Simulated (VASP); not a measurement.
# SiS2 (Ibam) in VASP: notebook, part 2 of 2

VASP 6.6.1.

## (3) Relaxation of cell and atoms, PBE

This run uses another cell than the first one, of 26.11 Å³/atom, 0.833 times its volume.

INCAR reads:

```
PREC = Accurate
ENCUT = 500
EDIFF = 1E-7
ISMEAR = 0
SIGMA = 0.02
LREAL = False
LASPH = True
NELM = 120
ALGO = Normal
ISIF = 3
LWAVE = False
LCHARG = False
GGA = PE
IBRION = 2
NSW = 70
EDIFFG = -0.02
GGA_COMPAT = False
NELMIN = 4
```

KPOINTS reads:

```
regular mesh
0
Gamma
  6 6 6
```

POSCAR reads:

```
SiS2
1.0
   -2.8746902900      4.9104523700      2.7743527900
    2.8746902900     -4.9104523700      2.7743527900
    2.8746902900      4.9104523700     -2.7743527900
Si S
2 4
Direct
    0.7500000000      0.7500000000      0.0000000000
    0.2500000000      0.2500000000      0.0000000000
    0.8847451200      0.7985647300      0.6833098500
    0.1152548700      0.2014352800      0.3166901500
    0.6152548800      0.2985647000      0.9138195500
    0.3847451200      0.7014352700      0.0861804200
```

Potentials or basis: VASP PAW PBE potentials, release 64 (Si, S).

Launch:

```
$ cat potpaw_PBE.64/Si/POTCAR potpaw_PBE.64/S/POTCAR > POTCAR
$ mpirun -np 1 vasp_std > vasp.out
```

OUTCAR:

```text
PREC = Accurate
   ENCUT = 500
   EDIFF = 1E-7
   ISMEAR = 0
   LREAL = False
   LASPH = True
   NELM = 120
   ISIF = 3
   GGA = PE
   IBRION = 2
   NSW = 70
   EDIFFG = -0.02
   NELMIN = 4

 ion  position               nearest neighbor table
   1  0.750  0.750  0.000-   4 2.13   3 2.13   5 2.13   6 2.13   2 2.77   2 2.77
   2  0.250  0.250  0.000-   6 2.13   4 2.13   3 2.13   5 2.13   1 2.77   1 2.77
   3  0.885  0.799  0.683-   1 2.13   2 2.13
   4  0.115  0.201  0.317-   1 2.13   2 2.13
   5  0.615  0.299  0.914-   1 2.13   2 2.13
   6  0.385  0.701  0.086-   2 2.13   1 2.13

  LATTYP: Found a body centered orthorhombic cell.
 ALAT       =     5.5487055800
 B/A-ratio  =     1.0361660926
 C/A-ratio  =     1.7699451878

  Lattice vectors:

 A1 = (   2.8746902900,   4.9104523700,  -2.7743527900)
 A2 = (  -2.8746902900,   4.9104523700,   2.7743527900)
 A3 = (   2.8746902900,  -4.9104523700,   2.7743527900)

Analysis of symmetry for initial positions (statically):
=====================================================================
 Subroutine PRICEL returns:
 Original cell was already a primitive cell.

 Routine SETGRP: Setting up the symmetry group for a
 body centered orthorhombic supercell.

 Subroutine GETGRP returns: Found  8 space group operations
 (whereof  4 operations were pure point group operations)
 out of a pool of  8 trial point group operations.

The static configuration has the point symmetry C_2h.
 The point group associated with its full space group is D_2h.

Analysis of symmetry for dynamics (positions and initial velocities):
=====================================================================
 Subroutine PRICEL returns:
 Original cell was already a primitive cell.

 Routine SETGRP: Setting up the symmetry group for a
 body centered orthorhombic supercell.

 Subroutine GETGRP returns: Found  8 space group operations
 (whereof  4 operations were pure point group operations)
 out of a pool of  8 trial point group operations.

The dynamic configuration has the point symmetry C_2h.
 The point group associated with its full space group is D_2h.

 Subroutine INISYM returns: Found  8 space group operations
 (whereof  4 operations are pure point group operations),
 and found     1 'primitive' translations

----------------------------------------------------------------------------------------

                                     Primitive cell

  volume of cell :     156.6514

  direct lattice vectors                    reciprocal lattice vectors
    -2.874690290  4.910452370  2.774352790     0.000000000  0.101823613  0.180222213
     2.874690290 -4.910452370  2.774352790     0.173931780  0.000000000  0.180222213
     2.874690290  4.910452370 -2.774352790     0.173931780  0.101823613  0.000000000

  length of vectors
     6.330357031  6.330357031  6.330357031     0.206997812  0.250464190  0.201544815

  position of ions in fractional coordinates (direct lattice)
     0.750000000  0.750000000  0.000000000
     0.250000000  0.250000000  0.000000000
     0.884745120  0.798564730  0.683309850
[... 70 lines left out ...]
   dimension x,y,z NGXF=    96 NGYF=   96 NGZF=   96
   ions per type =               2   4
   NGX,Y,Z   is equivalent  to a cutoff of  12.61, 12.61, 12.61 a.u.
   NGXF,Y,Z  is equivalent  to a cutoff of  25.21, 25.21, 25.21 a.u.
 SYSTEM =  unknown system
   PREC   = accura    normal or accurate (medium, high low for compatibility)
   ISTART =      0    job   : 0-new  1-cont  2-samecut
   ICHARG =      2    charge: 1-file 2-atom 10-const
   ISPIN  =      1    spin polarized calculation?
   LNONCOLLINEAR =      F non collinear calculations
   LSORBIT =      F    spin-orbit coupling
   LASPH  =      T    aspherical Exc in radial PAW
   ENCUT  =  500.0 eV  36.75 Ry    6.06 a.u.  11.54 11.54 11.54*2*pi/ulx,y,z
   NELM   =    120;   NELMIN=  4; NELMDL= -5     # of ELM steps
   EDIFF  = 0.1E-06   stopping-criterion for ELM
   LREAL  =      F    real-space projection
   EDIFFG = -.2E-01   stopping-criterion for IOM
   NSW    =     70    number of steps for IOM
   IBRION =      2    ionic relax: 0-MD 1-quasi-New 2-CG
   NFREE  =      1    steps in history (QN), initial steepest desc. (CG)
   ISIF   =      3    stress and relaxation
   ISYM   =      2    0-nonsym 1-usesym 2-fastsym
   POTIM  = 0.5000    time-step for ionic-motion
   TEBEG  =    0.0;   TEEND  =   0.0 temperature during run
   PSTRESS=    0.0 pullay stress
   NELECT =      32.0000    total number of electrons
   NUPDOWN=      -1.0000    fix difference up-down
   EMIN   =  10.00;   EMAX   =-10.00  energy-range for DOS
   EFERMI =   0.00;   METHOD = LEGACY
   ISMEAR =     0;   SIGMA  =   0.02  broadening in eV -4-tet -1-fermi 0-gaus
   EFERMI_NEDOS =   21; number of points for ismear=-14 and -15
   IALGO  =     38    algorithm
   IMIX   =      4    mixing-type and parameters
     AMIX     =   0.40;   BMIX     =  1.00
     AMIX_MAG =   1.60;   BMIX_MAG =  1.00
  volume/ion in A,a.u.               =      26.11       176.19
  Fermi-wavevector in a.u.,A,eV,Ry     =   0.964155  1.821988 12.647899  0.929594
  Thomas-Fermi vector in A             =   2.093762
   LORBIT       =      0    0 simple, 1 ext, 2 COOP (PROOUT), +10 PAW based schemes
   GGA     = PE    functional components
   LHFCALC =     F    Hartree Fock is set to
   AEXX    =    0.0000 exact exchange contribution
   IVDW    =     0    specifies the selected vdW correction
   LEPSILON=     F    determine dielectric tensor
   LRPA    =     F    only Hartree local field effects (RPA)
 conjugate gradient relaxation of ions
 non-spin polarized calculation
 Gauss-broadening in eV      SIGMA  =   0.02
  energy-cutoff  :      500.00
  volume of cell :      156.65
 maximum number of plane-waves:      4002
 NGX is ok and might be reduce to    48
   NGX = 23   NGY = 23   NGZ = 23

--------------------------------------- Ionic step        1  -------------------------------------------

 number of electron      31.9999997 magnetization

 Free energy of the ion-electron system (eV)
  ---------------------------------------------------
  ext. energy  EPLUGINS =         0.00000000
  ---------------------------------------------------
  free energy    TOTEN  =       -31.36805323 eV

  energy without entropy =      -31.36805323  energy(sigma->0) =      -31.36805323

------------------------ aborting loop because EDIFF is reached ----------------------------------------

  FORCE on cell =-STRESS in cart. coord.  units (eV):
  Direction    XX          YY          ZZ          XY          YZ          ZX
  --------------------------------------------------------------------------------------
  -------------------------------------------------------------------------------------
  Total        1.6575254      1.7038282      1.7520822      0.0000000      0.0000000      0.0000000
  in kB       16.9526088     17.4261776     17.9197034      0.0000000      0.0000000      0.0000000
  external PRESSURE =      17.4328300 kB  Pullay stress =       0.0000000 kB
[... 101 lines left out ...]
  FREE ENERGIE OF THE ION-ELECTRON SYSTEM (eV)
  ---------------------------------------------------
  free  energy   TOTEN  =       -31.3865318183 eV

  energy  without entropy=      -31.3865318183  energy(sigma->0) =      -31.38653182

[... ionic steps 4 to 21 ...]

--------------------------------------- Ionic step       22  -------------------------------------------

 number of electron      32.0000002 magnetization

------------------------ aborting loop because EDIFF is reached ----------------------------------------
[... 75 lines left out ...]
--------------------------------------- Ionic step       24  -------------------------------------------

 number of electron      32.0000001 magnetization

 Free energy of the ion-electron system (eV)
  ---------------------------------------------------
  ext. energy  EPLUGINS =         0.00000000
  ---------------------------------------------------
  free energy    TOTEN  =       -31.43843975 eV

  energy without entropy =      -31.43843975  energy(sigma->0) =      -31.43843975

 E-fermi :   0.3711     XC(G=0):  -7.0674

 val. band max:        0.2616393455   @ k =  -0.3333   0.3333   0.1667
 cond. band min:       3.3401436887   @ k =  -0.3333  -0.3333   0.3333
 fundamental gap:      3.0785043432
 Fermi energy:         0.3710656311

 k-point     1 :       0.0000    0.0000    0.0000
  band No.  band energies     occupation
      1     -14.0491      2.00000
      2     -12.0918      2.00000
      3     -11.5498      2.00000
      4     -11.5278      2.00000
      5      -7.1896      2.00000
      6      -5.3728      2.00000
[... 541 lines left out ...]
     19       4.9551      0.00000
     20       4.9551      0.00000

 [... further k-points ...]
[... 5 lines left out ...]
  --------------------------------------------------------------------------------------
  -------------------------------------------------------------------------------------
  Total        0.0279814      0.0246997     -0.0899385     -0.0000000      0.0000000      0.0000000
  in kB        0.2380697      0.2101482     -0.7652088     -0.0000000      0.0000000      0.0000000
  external PRESSURE =      -0.1056636 kB  Pullay stress =       0.0000000 kB
[... 21 lines left out ...]
  FREE ENERGIE OF THE ION-ELECTRON SYSTEM (eV)
  ---------------------------------------------------
  free  energy   TOTEN  =       -31.4384397477 eV

  energy  without entropy=      -31.4384397477  energy(sigma->0) =      -31.43843975

 reached required accuracy - stopping structural energy minimisation
```

It took 27 min on 1 thread of Intel Xeon Platinum 8559C (Emerald Rapids), shared host; peak memory 0.39 GiB.

What came out:

* Free energy: -31.4384 eV
* Relaxed volume: 31.39 Å³/atom
* Relaxed cell: a = 6.848 Å, b = 6.848 Å, c = 6.848 Å, α = 126.10°, β = 75.16°, γ = 131.82°
* Space group after relaxing (to 0.05 Å): Ibam (No. 72)
* Energy gained by relaxing: 11.7 meV/atom
* Ionic steps: 24
* Pressure after relaxing: 0.0 GPa
* Largest force after relaxing: 0.004 eV/Å
* Band gap on the k mesh: 3.08 eV, indirect (least direct gap 3.41 eV)

Forces on the atoms (eV/Å):
```
Si   0.000  0.000  0.000
Si   0.000  0.000  0.000
S    0.001  0.004  0.000
S   -0.001 -0.004  0.000
S    0.001 -0.004  0.000
S   -0.001  0.004  0.000
```

Stress tensor (GPa, compression positive):
```
 0.02  0.00  0.00
 0.00  0.02  0.00
 0.00  0.00 -0.08
```

Step by step:
```csv
step,energy change (eV),largest force (eV/Å),pressure (GPa),volume (Å³)
1,0.0000,0.2807,1.74,156.65
2,0.0100,0.6017,-1.62,163.18
3,-0.0185,0.1281,0.17,159.50
4,-0.0225,0.1211,0.15,160.41
5,-0.0332,0.0988,0.13,163.13
6,-0.0495,0.0471,0.13,168.64
7,-0.0654,0.0895,0.29,179.95
8,-0.0594,0.3010,-0.85,185.00
9,-0.0671,0.0367,-0.08,181.54
10,-0.0679,0.0611,-0.05,182.56
11,-0.0679,0.0619,-0.05,182.59
12,-0.0677,0.0643,0.33,182.76
13,-0.0682,0.0043,0.13,182.67
14,-0.0689,0.0112,0.09,183.70
15,-0.0690,0.0198,0.07,184.29
16,-0.0691,0.0540,-0.16,185.61
17,-0.0692,0.0261,-0.07,185.11
18,-0.0696,0.0270,-0.04,185.56
19,-0.0698,0.0278,0.00,186.15
20,-0.0698,0.0282,0.01,186.31
21,-0.0700,0.0033,0.07,186.66
22,-0.0700,0.0136,0.11,186.88
23,-0.0702,0.0092,0.08,187.24
24,-0.0704,0.0041,-0.01,188.31
```

Final structure:
```xyz
6
Lattice="-3.1035 5.4270 2.7952 3.1035 -5.4270 2.7952 3.1035 5.4270 -2.7952" Properties=species:S:1:pos:R:3 pbc="T T T"
Si    3.1035    5.4270    1.3976
Si    3.1035    5.4270   -1.3976
S     1.9494    4.2756    2.7952
S     1.1540    1.1514    0.0000
S     1.9494    6.5784    0.0000
S     1.1540   -1.1514    2.7952
```

Levels at points of the mesh, in eV from the valence-band top:
| k point | band 14 | band 15 | band 16 | band 17 | band 18 | band 19 |
| --- | --- | --- | --- | --- | --- | --- |
| (0.00, 0.00, 0.00) | -1.03 | -0.99 | -0.16 | 3.93 | 4.03 | 4.12 |
| (0.50, 0.00, 0.00) | -1.00 | -0.68 | -0.68 | 3.42 | 3.42 | 4.88 |
| (0.00, 0.50, 0.00) | -0.79 | -0.73 | -0.73 | 3.41 | 3.41 | 4.74 |
| (0.50, 0.50, 0.00) | -1.37 | -1.13 | 0.00 | 3.94 | 4.64 | 4.74 |
| (0.50, 0.50, 0.50) | -1.68 | -1.29 | -0.08 | 3.32 | 4.36 | 4.79 |

Caveat: the volume moved by over 15 % at a fixed basis, so the end points are rough. A k mesh can miss the band edges.
